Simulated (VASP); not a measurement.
# O in VASP: notebook

The runs below take O through single point, with PBE, PBEsol.

All numbers are computed with VASP 6.6.1; they aren't measurements. Logs are shortened: lines on timing, memory, paths and dates and some standing lists are left out, and cuts for length are marked.

## 1. The cell of the first run

It takes space group C2/m (No. 12, monoclinic). The conventional cell has a = 5.778 Å, b = 3.369 Å, c = 4.420 Å, α = 90.00°, β = 123.29°, γ = 90.00°. O (site symmetry m) has 1 O at 1.24 Å within 1.7 Å.

## 2. Single point, PBE (17.98 Å³/atom)

Input file INCAR:

```
SYSTEM = O
PREC = Accurate
ENCUT = 520
EDIFF = 1E-7
ISMEAR = -1
SIGMA = 0.05
LREAL = .False.
LASPH = .True.
NELM = 80
ALGO = Normal
ISIF = 2
LWAVE = .False.
LCHARG = .True.
GGA = PE
LELF = .True.
LVHAR = .True.
NBANDS = 13
```

Input file KPOINTS:

```
Automatic mesh
0
Gamma
  10 10 7
  0 0 0
```

Input file POSCAR:

```
O
1.0
    2.8889256149     -1.6842923427      0.0000000000
    2.8889256149      1.6842923427      0.0000000000
   -2.4260014827      0.0000000000      3.6950431885
O
2
Direct
    0.9745461700      0.9745461700      0.8444259800
    0.0254538300      0.0254538300      0.1555740200
```

Potentials or basis: VASP PAW PBE potentials, release 64 (O).

Command:

```console
$ cat potpaw_PBE.64/O/POTCAR > POTCAR
$ mpirun -np 1 vasp_std > vasp.out
```

OUTCAR:

```text
SYSTEM = O
   PREC = Accurate
   ENCUT = 520
   EDIFF = 1E-7
   ISMEAR = -1
   LREAL = .False.
   LASPH = .True.
   NELM = 80
   ISIF = 2
   GGA = PE

 ion  position               nearest neighbor table
   1  0.975  0.975  0.844-   2 1.24
   2  0.025  0.025  0.156-   1 1.24

  LATTYP: Found a base centered monoclinic cell.
 ALAT       =     5.7778512298
 B/A-ratio  =     0.5830168607
 C/A-ratio  =     0.7650377976
 COS(beta)  =    -0.5488350190

  Lattice vectors:

 A1 = (   2.8889256149,  -1.6842923427,   0.0000000000)
 A2 = (   2.8889256149,   1.6842923427,   0.0000000000)
 A3 = (  -2.4260014827,   0.0000000000,   3.6950431885)

Analysis of symmetry for initial positions (statically):
=====================================================================
 Subroutine PRICEL returns:
 Original cell was already a primitive cell.

 Routine SETGRP: Setting up the symmetry group for a
 base centered monoclinic supercell.

 Subroutine GETGRP returns: Found  4 space group operations
 (whereof  4 operations were pure point group operations)
 out of a pool of  4 trial point group operations.

The static configuration has the point symmetry C_2h.

Analysis of symmetry for dynamics (positions and initial velocities):
=====================================================================
 Subroutine PRICEL returns:
 Original cell was already a primitive cell.

 Routine SETGRP: Setting up the symmetry group for a
 base centered monoclinic supercell.

 Subroutine GETGRP returns: Found  4 space group operations
 (whereof  4 operations were pure point group operations)
 out of a pool of  4 trial point group operations.

The dynamic configuration has the point symmetry C_2h.

 Subroutine INISYM returns: Found  4 space group operations
 (whereof  4 operations are pure point group operations),
 and found     1 'primitive' translations

----------------------------------------------------------------------------------------

                                     Primitive cell

  volume of cell :      35.9586

  direct lattice vectors                    reciprocal lattice vectors
     2.888925615 -1.684292343  0.000000000     0.173074723 -0.296860579  0.113633187
     2.888925615  1.684292343  0.000000000     0.173074723  0.296860579  0.113633187
    -2.426001483  0.000000000  3.695043189     0.000000000  0.000000000  0.270632831

  length of vectors
     3.344059196  3.344059196  4.420274580     0.361930331  0.361930331  0.270632831

  position of ions in fractional coordinates (direct lattice)
     0.974546170  0.974546170  0.844425980
     0.025453830  0.025453830  0.155574020

  ion indices of the primitive-cell ions
   primitive index   ion index
                 1           1
                 2           2

----------------------------------------------------------------------------------------

 KPOINTS: Automatic mesh

Automatic generation of k-mesh.
 Grid dimensions read from file:
 generate k-points for:   10   10    7

 Generating k-lattice:

  Cartesian coordinates                     Fractional coordinates (reciprocal lattice)
     0.017307472 -0.029686058  0.011363319     0.100000000  0.000000000  0.000000000
     0.017307472  0.029686058  0.011363319     0.000000000  0.100000000  0.000000000
     0.000000000  0.000000000  0.038661833     0.000000000  0.000000000  0.142857143

  Length of vectors
     0.036193033  0.036193033  0.038661833

  Shift w.r.t. Gamma in fractional coordinates (k-lattice)
     0.000000000  0.000000000  0.000000000

 Subroutine IBZKPT returns following result:
 ===========================================

 Found    196 irreducible k-points:

 Following reciprocal coordinates:
            Coordinates               Weight
  0.000000  0.000000  0.000000      1.000000
  0.100000  0.000000  0.000000      4.000000
  0.200000  0.000000  0.000000      4.000000
  0.300000  0.000000  0.000000      4.000000
  0.400000  0.000000  0.000000      4.000000
  0.500000  0.000000  0.000000      2.000000
[... 16 lines left out ...]
  0.300000  0.300000  0.000000      2.000000
  0.400000  0.300000  0.000000      4.000000
 [... further k-points ...]
   k-points           NKPTS =    196   k-points in BZ     NKDIM =    196   number of bands    NBANDS=     13
   number of dos      NEDOS =    301   number of ions     NIONS =      2
   total plane-waves  NPLWV =  28224
   dimension x,y,z NGX =    28 NGY =   28 NGZ =   36
   dimension x,y,z NGXF=    56 NGYF=   56 NGZF=   72
   ions per type =               2
   NGX,Y,Z   is equivalent  to a cutoff of  13.92, 13.92, 13.54 a.u.
   NGXF,Y,Z  is equivalent  to a cutoff of  27.84, 27.84, 27.08 a.u.
 SYSTEM =  O
   PREC   = accura    normal or accurate (medium, high low for compatibility)
   ISTART =      0    job   : 0-new  1-cont  2-samecut
   ICHARG =      2    charge: 1-file 2-atom 10-const
   ISPIN  =      1    spin polarized calculation?
   LNONCOLLINEAR =      F non collinear calculations
   LSORBIT =      F    spin-orbit coupling
   LASPH  =      T    aspherical Exc in radial PAW
   ENCUT  =  520.0 eV  38.22 Ry    6.18 a.u.   6.22  6.22  8.22*2*pi/ulx,y,z
   NELM   =     80;   NELMIN=  2; NELMDL= -5     # of ELM steps
   EDIFF  = 0.1E-06   stopping-criterion for ELM
   LREAL  =      F    real-space projection
   EDIFFG = 0.1E-05   stopping-criterion for IOM
   NSW    =      0    number of steps for IOM
   IBRION =     -1    ionic relax: 0-MD 1-quasi-New 2-CG
   NFREE  =      0    steps in history (QN), initial steepest desc. (CG)
   ISIF   =      2    stress and relaxation
   ISYM   =      2    0-nonsym 1-usesym 2-fastsym
   POTIM  = 0.5000    time-step for ionic-motion
   TEBEG  =    0.0;   TEEND  =   0.0 temperature during run
   PSTRESS=    0.0 pullay stress
   NELECT =      12.0000    total number of electrons
   NUPDOWN=      -1.0000    fix difference up-down
   EMIN   =  10.00;   EMAX   =-10.00  energy-range for DOS
   EFERMI =   0.00;   METHOD = LEGACY
   ISMEAR =    -1;   SIGMA  =   0.05  broadening in eV -4-tet -1-fermi 0-gaus
   EFERMI_NEDOS =   21; number of points for ismear=-14 and -15
   IALGO  =     38    algorithm
   IMIX   =      4    mixing-type and parameters
     AMIX     =   0.40;   BMIX     =  1.00
     AMIX_MAG =   1.60;   BMIX_MAG =  1.00
  volume/ion in A,a.u.               =      17.98       121.33
  Fermi-wavevector in a.u.,A,eV,Ry     =   1.135536  2.145851 17.543915  1.289441
  Thomas-Fermi vector in A             =   2.272240
   LORBIT       =      0    0 simple, 1 ext, 2 COOP (PROOUT), +10 PAW based schemes
   GGA     = PE    functional components
   LHFCALC =     F    Hartree Fock is set to
   AEXX    =    0.0000 exact exchange contribution
   IVDW    =     0    specifies the selected vdW correction
   LEPSILON=     F    determine dielectric tensor
   LRPA    =     F    only Hartree local field effects (RPA)
 non-spin polarized calculation
  energy-cutoff  :      520.00
  volume of cell :       35.96
 maximum number of plane-waves:       981
 NGX is ok and might be reduce to    28
   NGX = 13   NGY = 13   NGZ = 17

 number of electron      12.0000002 magnetization

 Free energy of the ion-electron system (eV)
  ---------------------------------------------------
  ext. energy  EPLUGINS =         0.00000000
  ---------------------------------------------------
  free energy    TOTEN  =        -9.06057797 eV

  energy without entropy =       -9.00366482  energy(sigma->0) =       -9.03212140

 E-fermi :  -2.1210     XC(G=0):  -7.2882

 val. band max:       -2.1214030773   @ k =   0.4000   0.3000   0.0000
 cond. band min:      -2.1192377694   @ k =  -0.1000  -0.3000   0.1429
 fundamental gap:      0.0021653079
 Fermi energy:        -2.1210385352

 k-point     1 :       0.0000    0.0000    0.0000
  band No.  band energies     occupation
      1     -28.1441      2.00000
      2     -15.9125      2.00000
      3      -9.6947      2.00000
      4      -8.1373      2.00000
      5      -8.1033      2.00000
      6      -2.2084      1.70311
      7      -1.9516      0.06524
      8       4.5579      0.00000
      9       7.8593      0.00000
     10      12.0551      0.00000
     11      13.1756      0.00000
     12      15.8563      0.00000
     13      16.8450      0.00000

 k-point     2 :       0.1000    0.0000    0.0000
  band No.  band energies     occupation
      1     -28.1346      2.00000
      2     -15.9155      2.00000
      3      -9.6761      2.00000
      4      -8.2098      2.00000
      5      -8.1243      2.00000
      6      -2.1951      1.62944
      7      -1.9863      0.12667
      8       4.7702      0.00000
      9       7.8477      0.00000
     10      11.7796      0.00000
     11      13.6167      0.00000
     12      15.0402      0.00000
     13      16.5560      0.00000

 k-point     3 :       0.2000    0.0000    0.0000
  band No.  band energies     occupation
      1     -28.1096      2.00000
      2     -15.9230      2.00000
      3      -9.6216      2.00000
      4      -8.4185      2.00000
      5      -8.1616      2.00000
      6      -2.1828      1.54966
      7      -2.0548      0.42016
      8       5.3627      0.00000
      9       7.8211      0.00000
     10      11.5103      0.00000
     11      13.0958      0.00000
     12      14.9476      0.00000
     13      15.5416      0.00000
[... 305 lines left out ...]
 k-point    23 :       0.3000    0.3000    0.0000
  band No.  band energies     occupation
      1     -28.0641      2.00000
      2     -16.0427      2.00000
      3      -9.4644      2.00000
      4      -8.5744      2.00000
      5      -8.3484      2.00000
      6      -2.1224      1.01400
      7      -1.8423      0.00756
      8       6.4331      0.00000
      9       7.8103      0.00000
     10       9.5232      0.00000
     11      12.1366      0.00000
     12      13.7047      0.00000
     13      15.7025      0.00000

 k-point    24 :       0.4000    0.3000    0.0000
  band No.  band energies     occupation
      1     -28.0450      2.00000
      2     -16.0589      2.00000
      3      -9.3672      2.00000
      4      -8.7237      2.00000
      5      -8.4154      2.00000
      6      -2.1214      1.00365
      7      -1.8590      0.01054
      8       6.9029      0.00000
      9       7.9677      0.00000
     10       9.5525      0.00000
     11      11.2336      0.00000
     12      13.2004      0.00000
     13      15.6461      0.00000

 [... further k-points ...]
[... 5 lines left out ...]
  --------------------------------------------------------------------------------------
  -------------------------------------------------------------------------------------
  Total       -0.0711375     -0.6701494     -0.8224840      0.0000000      0.0000000      0.2953014
  in kB       -3.1696091    -29.8592473    -36.6466853      0.0000000      0.0000000     13.1574805
  external PRESSURE =     -23.2251806 kB  Pullay stress =       0.0000000 kB

 VOLUME and BASIS-vectors are now :
 -----------------------------------------------------------------------------
  energy-cutoff  :      520.00
  volume of cell :       35.96
      direct lattice vectors                 reciprocal lattice vectors
     2.888925615 -1.684292343  0.000000000     0.173074723 -0.296860579  0.113633187
     2.888925615  1.684292343  0.000000000     0.173074723  0.296860579  0.113633187
    -2.426001483  0.000000000  3.695043189     0.000000000  0.000000000  0.270632831

 POSITION                                       TOTAL-FORCE (eV/Angst)
 -----------------------------------------------------------------------------------
      3.58220      0.00000      3.12019        -0.255619      0.000000      0.236873
     -0.23035      0.00000      0.57485         0.255619      0.000000     -0.236873
 -----------------------------------------------------------------------------------
    total drift:                                0.000000      0.000000      0.000000

  FREE ENERGIE OF THE ION-ELECTRON SYSTEM (eV)
  ---------------------------------------------------
  free  energy   TOTEN  =        -9.0605779713 eV

  energy  without entropy=       -9.0036648249  energy(sigma->0) =       -9.03212140
```

It took 50 s on 1 thread of Intel Xeon Platinum 8488C (Sapphire Rapids), shared host; peak memory 0.2 GiB.

Results:

* Free energy: -9.0606 eV
* Pressure: -2.3 GPa
* Largest force: 0.348 eV/Å
* Band gap on the k mesh: zero (bands 6 and 7 overlap by 0.25 eV)

Forces on the atoms (eV/Å):
```
O   -0.256  0.000  0.237
O    0.256  0.000 -0.237
```

Caveat: the standard files for N, O and F lose accuracy on very short bonds; spin is off for a triplet molecule; this functional lacks dispersion, which holds the molecules together, so the pressure and a relaxed volume are unreliable.

## 3. Single point, PBE (atoms moved at random)

Input file INCAR:

```
SYSTEM = O
ALGO = Normal
EDIFF = 1E-6
ENCUT = 520
GGA = PE
ISIF = 2
ISMEAR = -1
LASPH = .True.
LCHARG = .False.
LREAL = .False.
LWAVE = .False.
NBANDS = 13
NELM = 80
PREC = Accurate
SIGMA = 0.05
```

Input file KPOINTS:

```
k-points
0
Gamma
  10 10 7
  0 0 0
```

Input file POSCAR:

```
O
1.0
    2.8514028533     -1.6624159400      0.0000000000
    2.8514028533      1.6624159400      0.0000000000
   -2.3944914034      0.0000000000      3.6470501824
O
2
Direct
    0.9759870000      0.9781390000      0.8392170000
    0.0063250000      0.0450590000      0.1663370000
```

Potentials or basis: VASP PAW PBE potentials, release 64 (O).

Command:

```console
$ cat potpaw_PBE.64/O/POTCAR > POTCAR
$ mpirun -np 1 vasp_std > vasp.out
```

It took 64 s on 1 thread of Intel Xeon Platinum 8488C (Sapphire Rapids), shared host; peak memory 0.24 GiB.

Results (log left out):

| Property | Result |
| --- | --- |
| Free energy | -8.9491 eV |
| Pressure | -8.8 GPa |
| Largest force | 3.522 eV/Å |
| Band gap on the k mesh | zero (bands 6 and 7 overlap by 0.29 eV) |

Forces in eV/Å, atoms in the order of the input:
```
O   -1.476  0.199  3.191
O    1.476 -0.199 -3.191
```

Stress tensor (GPa, compression positive):
```
 -2.76   0.37   8.05
  0.37  -3.08  -0.97
  8.05  -0.97 -20.46
```

Levels at points of the mesh, in eV from the Fermi level:
```csv
k point,band 3,band 4,band 5,band 6,band 7,band 8,band 9,band 10
"(0.00, 0.00, 0.00)",-7.08,-5.07,-5.02,-0.13,0.17,7.25,8.55,15.13
"(0.50, 0.00, 0.00)",-6.68,-6.29,-5.19,-0.25,0.18,8.45,10.98,11.85
"(0.00, 0.50, 0.00)",-6.62,-6.28,-5.18,-0.31,0.12,8.30,11.14,11.89
"(0.50, 0.50, 0.00)",-6.46,-6.19,-5.45,0.05,0.36,8.15,11.21,12.25
```

Caveat: the cell differs from its parent crystal (atoms moved at random); spin is off for a triplet molecule; the cell stands under tension; this functional lacks dispersion, which holds the molecules together, so the pressure and a relaxed volume are unreliable; forces of over 1 eV/Å act on the atoms, so gaps and moduli don't describe the material at rest.

(Continued in part 2 of 2.)
